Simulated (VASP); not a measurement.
# Ta2N (P-3m1) in VASP: a series of runs, part 2 of 2

VASP 6.6.1. The steps go on from the part before.

### 3 Single point, PBEsol+U

This run uses another cell than the first one, of 13.62 Å³/atom, 1.064 times its volume.

INCAR reads:

```
SYSTEM = Ta2N
ALGO     = Normal         ! electronic algorithm
EDIFF    = 1E-6           ! SCF threshold, eV
ENCUT    = 520            ! plane-wave cutoff, eV
GGA      = PS             ! functional
ISIF     = 2              ! what is computed and relaxed
ISMEAR   = 0              ! smearing method
LASPH    = .True.         ! aspherical terms in the spheres
LCHARG   = .False.        ! write CHGCAR
LDAU     = .True.         ! DFT+U
LDAUJ    = 0 0          
LDAUL    = 2 -1           ! shell
LDAUPRINT= 1            
LDAUTYPE = 2            
LDAUU    = 2 0            ! U, eV
LMAXMIX  = 4              ! l up to which the mixer works
LREAL    = .False.        ! projectors in reciprocal space
LWAVE    = .False.        ! write WAVECAR
NBANDS   = 20             ! bands
NELM     = 150            ! most SCF steps
PREC     = Accurate       ! precision mode
SIGMA    = 0.1            ! smearing width, eV
```

KPOINTS reads:

```
k-points
0
Gamma
  10 10 6
  0 0 0
```

POSCAR reads:

```
Ta2N
1.0
    3.1128615060      0.0000000000      0.0000000000
   -1.5564307530      2.6958171426      0.0000000000
    0.0000000000      0.0000000000      4.8698410000
Ta N
2 1
Direct
    0.3333333333      0.6666666667      0.2547110000
    0.6666666667      0.3333333333      0.7452890000
    0.0000000000      0.0000000000      0.0000000000
```

Potentials or basis: VASP PAW PBE potentials, release 64 (Ta_pv, N).

On the command line:

```console
$ cat potpaw_PBE.64/Ta_pv/POTCAR potpaw_PBE.64/N/POTCAR > POTCAR
$ mpirun -np 1 vasp_std > vasp.out
```

OUTCAR:

```text
SYSTEM = Ta2N
   EDIFF = 1E-6
   ENCUT = 520
   GGA = PS
   ISIF = 2
   ISMEAR = 0
   LASPH = .True.
   LREAL = .False.
   NELM = 150
   PREC = Accurate

 ion  position               nearest neighbor table
   1  0.333  0.667  0.255-   3 2.18   3 2.18   3 2.18   2 2.99   2 2.99   2 2.99   2 3.06   2 3.06
                             2 3.06
   2  0.667  0.333  0.745-   3 2.18   3 2.18   3 2.18   1 2.99   1 2.99   1 2.99   1 3.06   1 3.06
                             1 3.06
   3  0.000  0.000  0.000-   1 2.18   2 2.18   1 2.18   2 2.18   2 2.18   1 2.18

  LATTYP: Found a hexagonal cell.
 ALAT       =     3.1128615060
 C/A-ratio  =     1.5644258476

  Lattice vectors:

 A1 = (   3.1128615060,   0.0000000000,   0.0000000000)
 A2 = (  -1.5564307530,   2.6958171426,   0.0000000000)
 A3 = (   0.0000000000,   0.0000000000,   4.8698410000)

Analysis of symmetry for initial positions (statically):
=====================================================================
 Subroutine PRICEL returns:
 Original cell was already a primitive cell.

 Routine SETGRP: Setting up the symmetry group for a
 hexagonal supercell.

 Subroutine GETGRP returns: Found 12 space group operations
 (whereof 12 operations were pure point group operations)
 out of a pool of 24 trial point group operations.

The static configuration has the point symmetry D_3d.

Analysis of symmetry for dynamics (positions and initial velocities):
=====================================================================
 Subroutine PRICEL returns:
[... 211 lines left out ...]
  o =  0.2195  v =  0.7257  0.0000  0.0000  0.6880  0.0000  0.0000  0.0000  0.0000  0.0000  0.0000      0.0000  0.0000  0.0000  0.0000  0.0000  0.0000  0.0000  0.0000  0.0000  0.0000
  o =  0.2195  v =  0.0000  0.0000  0.0000  0.0000  0.0000  0.7257  0.0000  0.0000  0.6880  0.0000      0.0000  0.0000  0.0000  0.0000  0.0000  0.0000  0.0000  0.0000  0.0000  0.0000
  o =  0.2378  v = -0.0000 -0.7257  0.0000  0.0000  0.6880  0.0000  0.0000  0.0000  0.0000  0.0000      0.0000  0.0000  0.0000  0.0000  0.0000  0.0000  0.0000  0.0000  0.0000  0.0000
  o =  0.2378  v =  0.0000  0.0000  0.0000  0.0000  0.0000 -0.0000 -0.7257  0.0000  0.0000  0.6880      0.0000  0.0000  0.0000  0.0000  0.0000  0.0000  0.0000  0.0000  0.0000  0.0000
  o =  0.2378  v =  0.0000  0.0000  0.0000  0.0000  0.0000  0.6880 -0.0000  0.0000 -0.7257  0.0000      0.0000  0.0000  0.0000  0.0000  0.0000  0.0000  0.0000  0.0000  0.0000  0.0000
  o =  0.2378  v =  0.6880 -0.0000  0.0000 -0.7257  0.0000  0.0000  0.0000  0.0000  0.0000  0.0000      0.0000  0.0000  0.0000  0.0000  0.0000  0.0000  0.0000  0.0000  0.0000  0.0000
  o =  0.2487  v =  0.0000  0.0000  0.0000  0.0000  0.0000 -0.0000 -0.0000 -1.0000  0.0000  0.0000      0.0000  0.0000  0.0000  0.0000  0.0000  0.0000  0.0000  0.0000  0.0000  0.0000
  o =  0.2487  v = -0.0000 -0.0000 -1.0000  0.0000  0.0000  0.0000  0.0000  0.0000  0.0000  0.0000      0.0000  0.0000  0.0000  0.0000  0.0000  0.0000  0.0000  0.0000  0.0000  0.0000

 number of electron      26.9999996 magnetization

 Free energy of the ion-electron system (eV)
  ---------------------------------------------------
  ext. energy  EPLUGINS =         0.00000000
  ---------------------------------------------------
  free energy    TOTEN  =       -32.85117578 eV

  energy without entropy =      -32.84215922  energy(sigma->0) =      -32.84666750

 E-fermi :   7.6077     XC(G=0): -12.9860

 val. band max:        7.6038415862   @ k =   0.1000  -0.0000   0.0000
 cond. band min:       7.6157965548   @ k =   0.1000  -0.0000   0.0000
 fundamental gap:      0.0119549685
 Fermi energy:         7.6077119348

 k-point     1 :       0.0000    0.0000    0.0000
  band No.  band energies     occupation
      1     -28.4865      2.00000
      2     -27.7801      2.00000
      3     -27.7801      2.00000
      4     -27.6547      2.00000
      5     -27.6547      2.00000
      6     -27.5371      2.00000
[... 541 lines left out ...]
     19      12.1362      0.00000
     20      13.0248      0.00000

 [... further k-points ...]
[... 5 lines left out ...]
  --------------------------------------------------------------------------------------
  -------------------------------------------------------------------------------------
  Total       -1.0275322     -1.0275322     -0.3751415      0.0000000      0.0000000     -0.0000000
  in kB      -40.2847827    -40.2847827    -14.7075634      0.0000000      0.0000000     -0.0000000
  external PRESSURE =     -31.7590429 kB  Pullay stress =       0.0000000 kB

 VOLUME and BASIS-vectors are now :
 -----------------------------------------------------------------------------
  energy-cutoff  :      520.00
  volume of cell :       40.87
      direct lattice vectors                 reciprocal lattice vectors
     3.112861506  0.000000000  0.000000000     0.321247829  0.185472520  0.000000000
    -1.556430753  2.695817143  0.000000000     0.000000000  0.370945041  0.000000000
     0.000000000  0.000000000  4.869841000     0.000000000  0.000000000  0.205345513

 POSITION                                       TOTAL-FORCE (eV/Angst)
 -----------------------------------------------------------------------------------
     -0.00000      1.79721      1.24040         0.000000     -0.000000      0.018029
      1.55643      0.89861      3.62944        -0.000000      0.000000     -0.018029
      0.00000      0.00000      0.00000        -0.000000      0.000000      0.000000
 -----------------------------------------------------------------------------------
    total drift:                               -0.000000      0.000000      0.000000

  FREE ENERGIE OF THE ION-ELECTRON SYSTEM (eV)
  ---------------------------------------------------
  free  energy   TOTEN  =       -32.8511757831 eV

  energy  without entropy=      -32.8421592163  energy(sigma->0) =      -32.84666750
```

OSZICAR:

```text
N       E                     dE             d eps       ncg     rms          rms(c)
DAV:   1     0.212757161941E+03    0.21276E+03   -0.14974E+04  2880   0.139E+03
DAV:   2    -0.272369279221E+02   -0.23999E+03   -0.23434E+03  3280   0.396E+02
DAV:   3    -0.362167994130E+02   -0.89799E+01   -0.88240E+01  3644   0.689E+01
DAV:   4    -0.363283768700E+02   -0.11158E+00   -0.11086E+00  3520   0.726E+00
DAV:   5    -0.363297290342E+02   -0.13522E-02   -0.13501E-02  3568   0.638E-01    0.266E+01
DAV:   6    -0.332768725170E+02    0.30529E+01   -0.15540E+01  3784   0.252E+01    0.124E+01
DAV:   7    -0.329261014566E+02    0.35077E+00   -0.16626E+00  3260   0.831E+00    0.639E+00
DAV:   8    -0.328559434285E+02    0.70158E-01   -0.31011E-01  3392   0.419E+00    0.467E-01
DAV:   9    -0.328517571726E+02    0.41863E-02   -0.28997E-02  3532   0.105E+00    0.260E-01
DAV:  10    -0.328513301065E+02    0.42707E-03   -0.54180E-03  3680   0.578E-01    0.809E-02
DAV:  11    -0.328511948002E+02    0.13531E-03   -0.12830E-03  3380   0.209E-01    0.356E-02
DAV:  12    -0.328511760965E+02    0.18704E-04   -0.10837E-04  3320   0.710E-02    0.818E-03
DAV:  13    -0.328511764953E+02   -0.39873E-06   -0.15383E-05  3608   0.222E-02    0.571E-03
DAV:  14    -0.328511757831E+02    0.71215E-06   -0.30339E-06  2860   0.113E-02
   1 F= -.32851176E+02 E0= -.32846667E+02  d E =-.901657E-02
```

stdout:

```text
POSCAR found type information on POSCAR TaN
 POSCAR found :  2 types and       3 ions
 scaLAPACK will be used
 -----------------------------------------------------------------------------
|                                                                             |
|                                                                             |
|     You enforced a specific xc type in the INCAR file but a different       |
|     I HOPE YOU KNOW WHAT YOU ARE DOING!                                     |
|                                                                             |
 -----------------------------------------------------------------------------

 LDA part: xc-table for (Slater+PW92), standard interpolation
 POSCAR, INCAR and KPOINTS ok, starting setup
 FFT: planning ... GRIDC
 FFT: planning ... GRID_SOFT
 FFT: planning ... GRID
 WAVECAR not read
 entering main loop
```

Run time: 19 s. Hardware: 1 thread of Intel Xeon 6975P-C (Granite Rapids), shared host; peak memory 0.18 GiB.

Results:

| Property | Result |
| --- | --- |
| Free energy | -32.8512 eV |
| Pressure | -3.2 GPa |
| Largest force | 0.018 eV/Å |

Forces in eV/Å, atoms in the order of the input:
```
Ta   0.000  0.000  0.018
Ta   0.000  0.000 -0.018
N    0.000  0.000  0.000
```

Eigenvalues of the final occupation matrices:
| site | spin | trace | eigenvalues |
| --- | --- | --- | --- |
| site 1 d | 1 | 1.16 | 0.22 0.22 0.24 0.24 0.25 |
| site 1 d | 2 | 1.16 | 0.22 0.22 0.24 0.24 0.25 |
| site 2 d | 1 | 1.16 | 0.22 0.22 0.24 0.24 0.25 |
| site 2 d | 2 | 1.16 | 0.22 0.22 0.24 0.24 0.25 |

Caveat: the PAW data sets were made with another functional, which shifts forces and pressure a little; spin-orbit coupling is left out, which moves the levels of the heavy elements; U without spin polarisation on a metal has little footing.
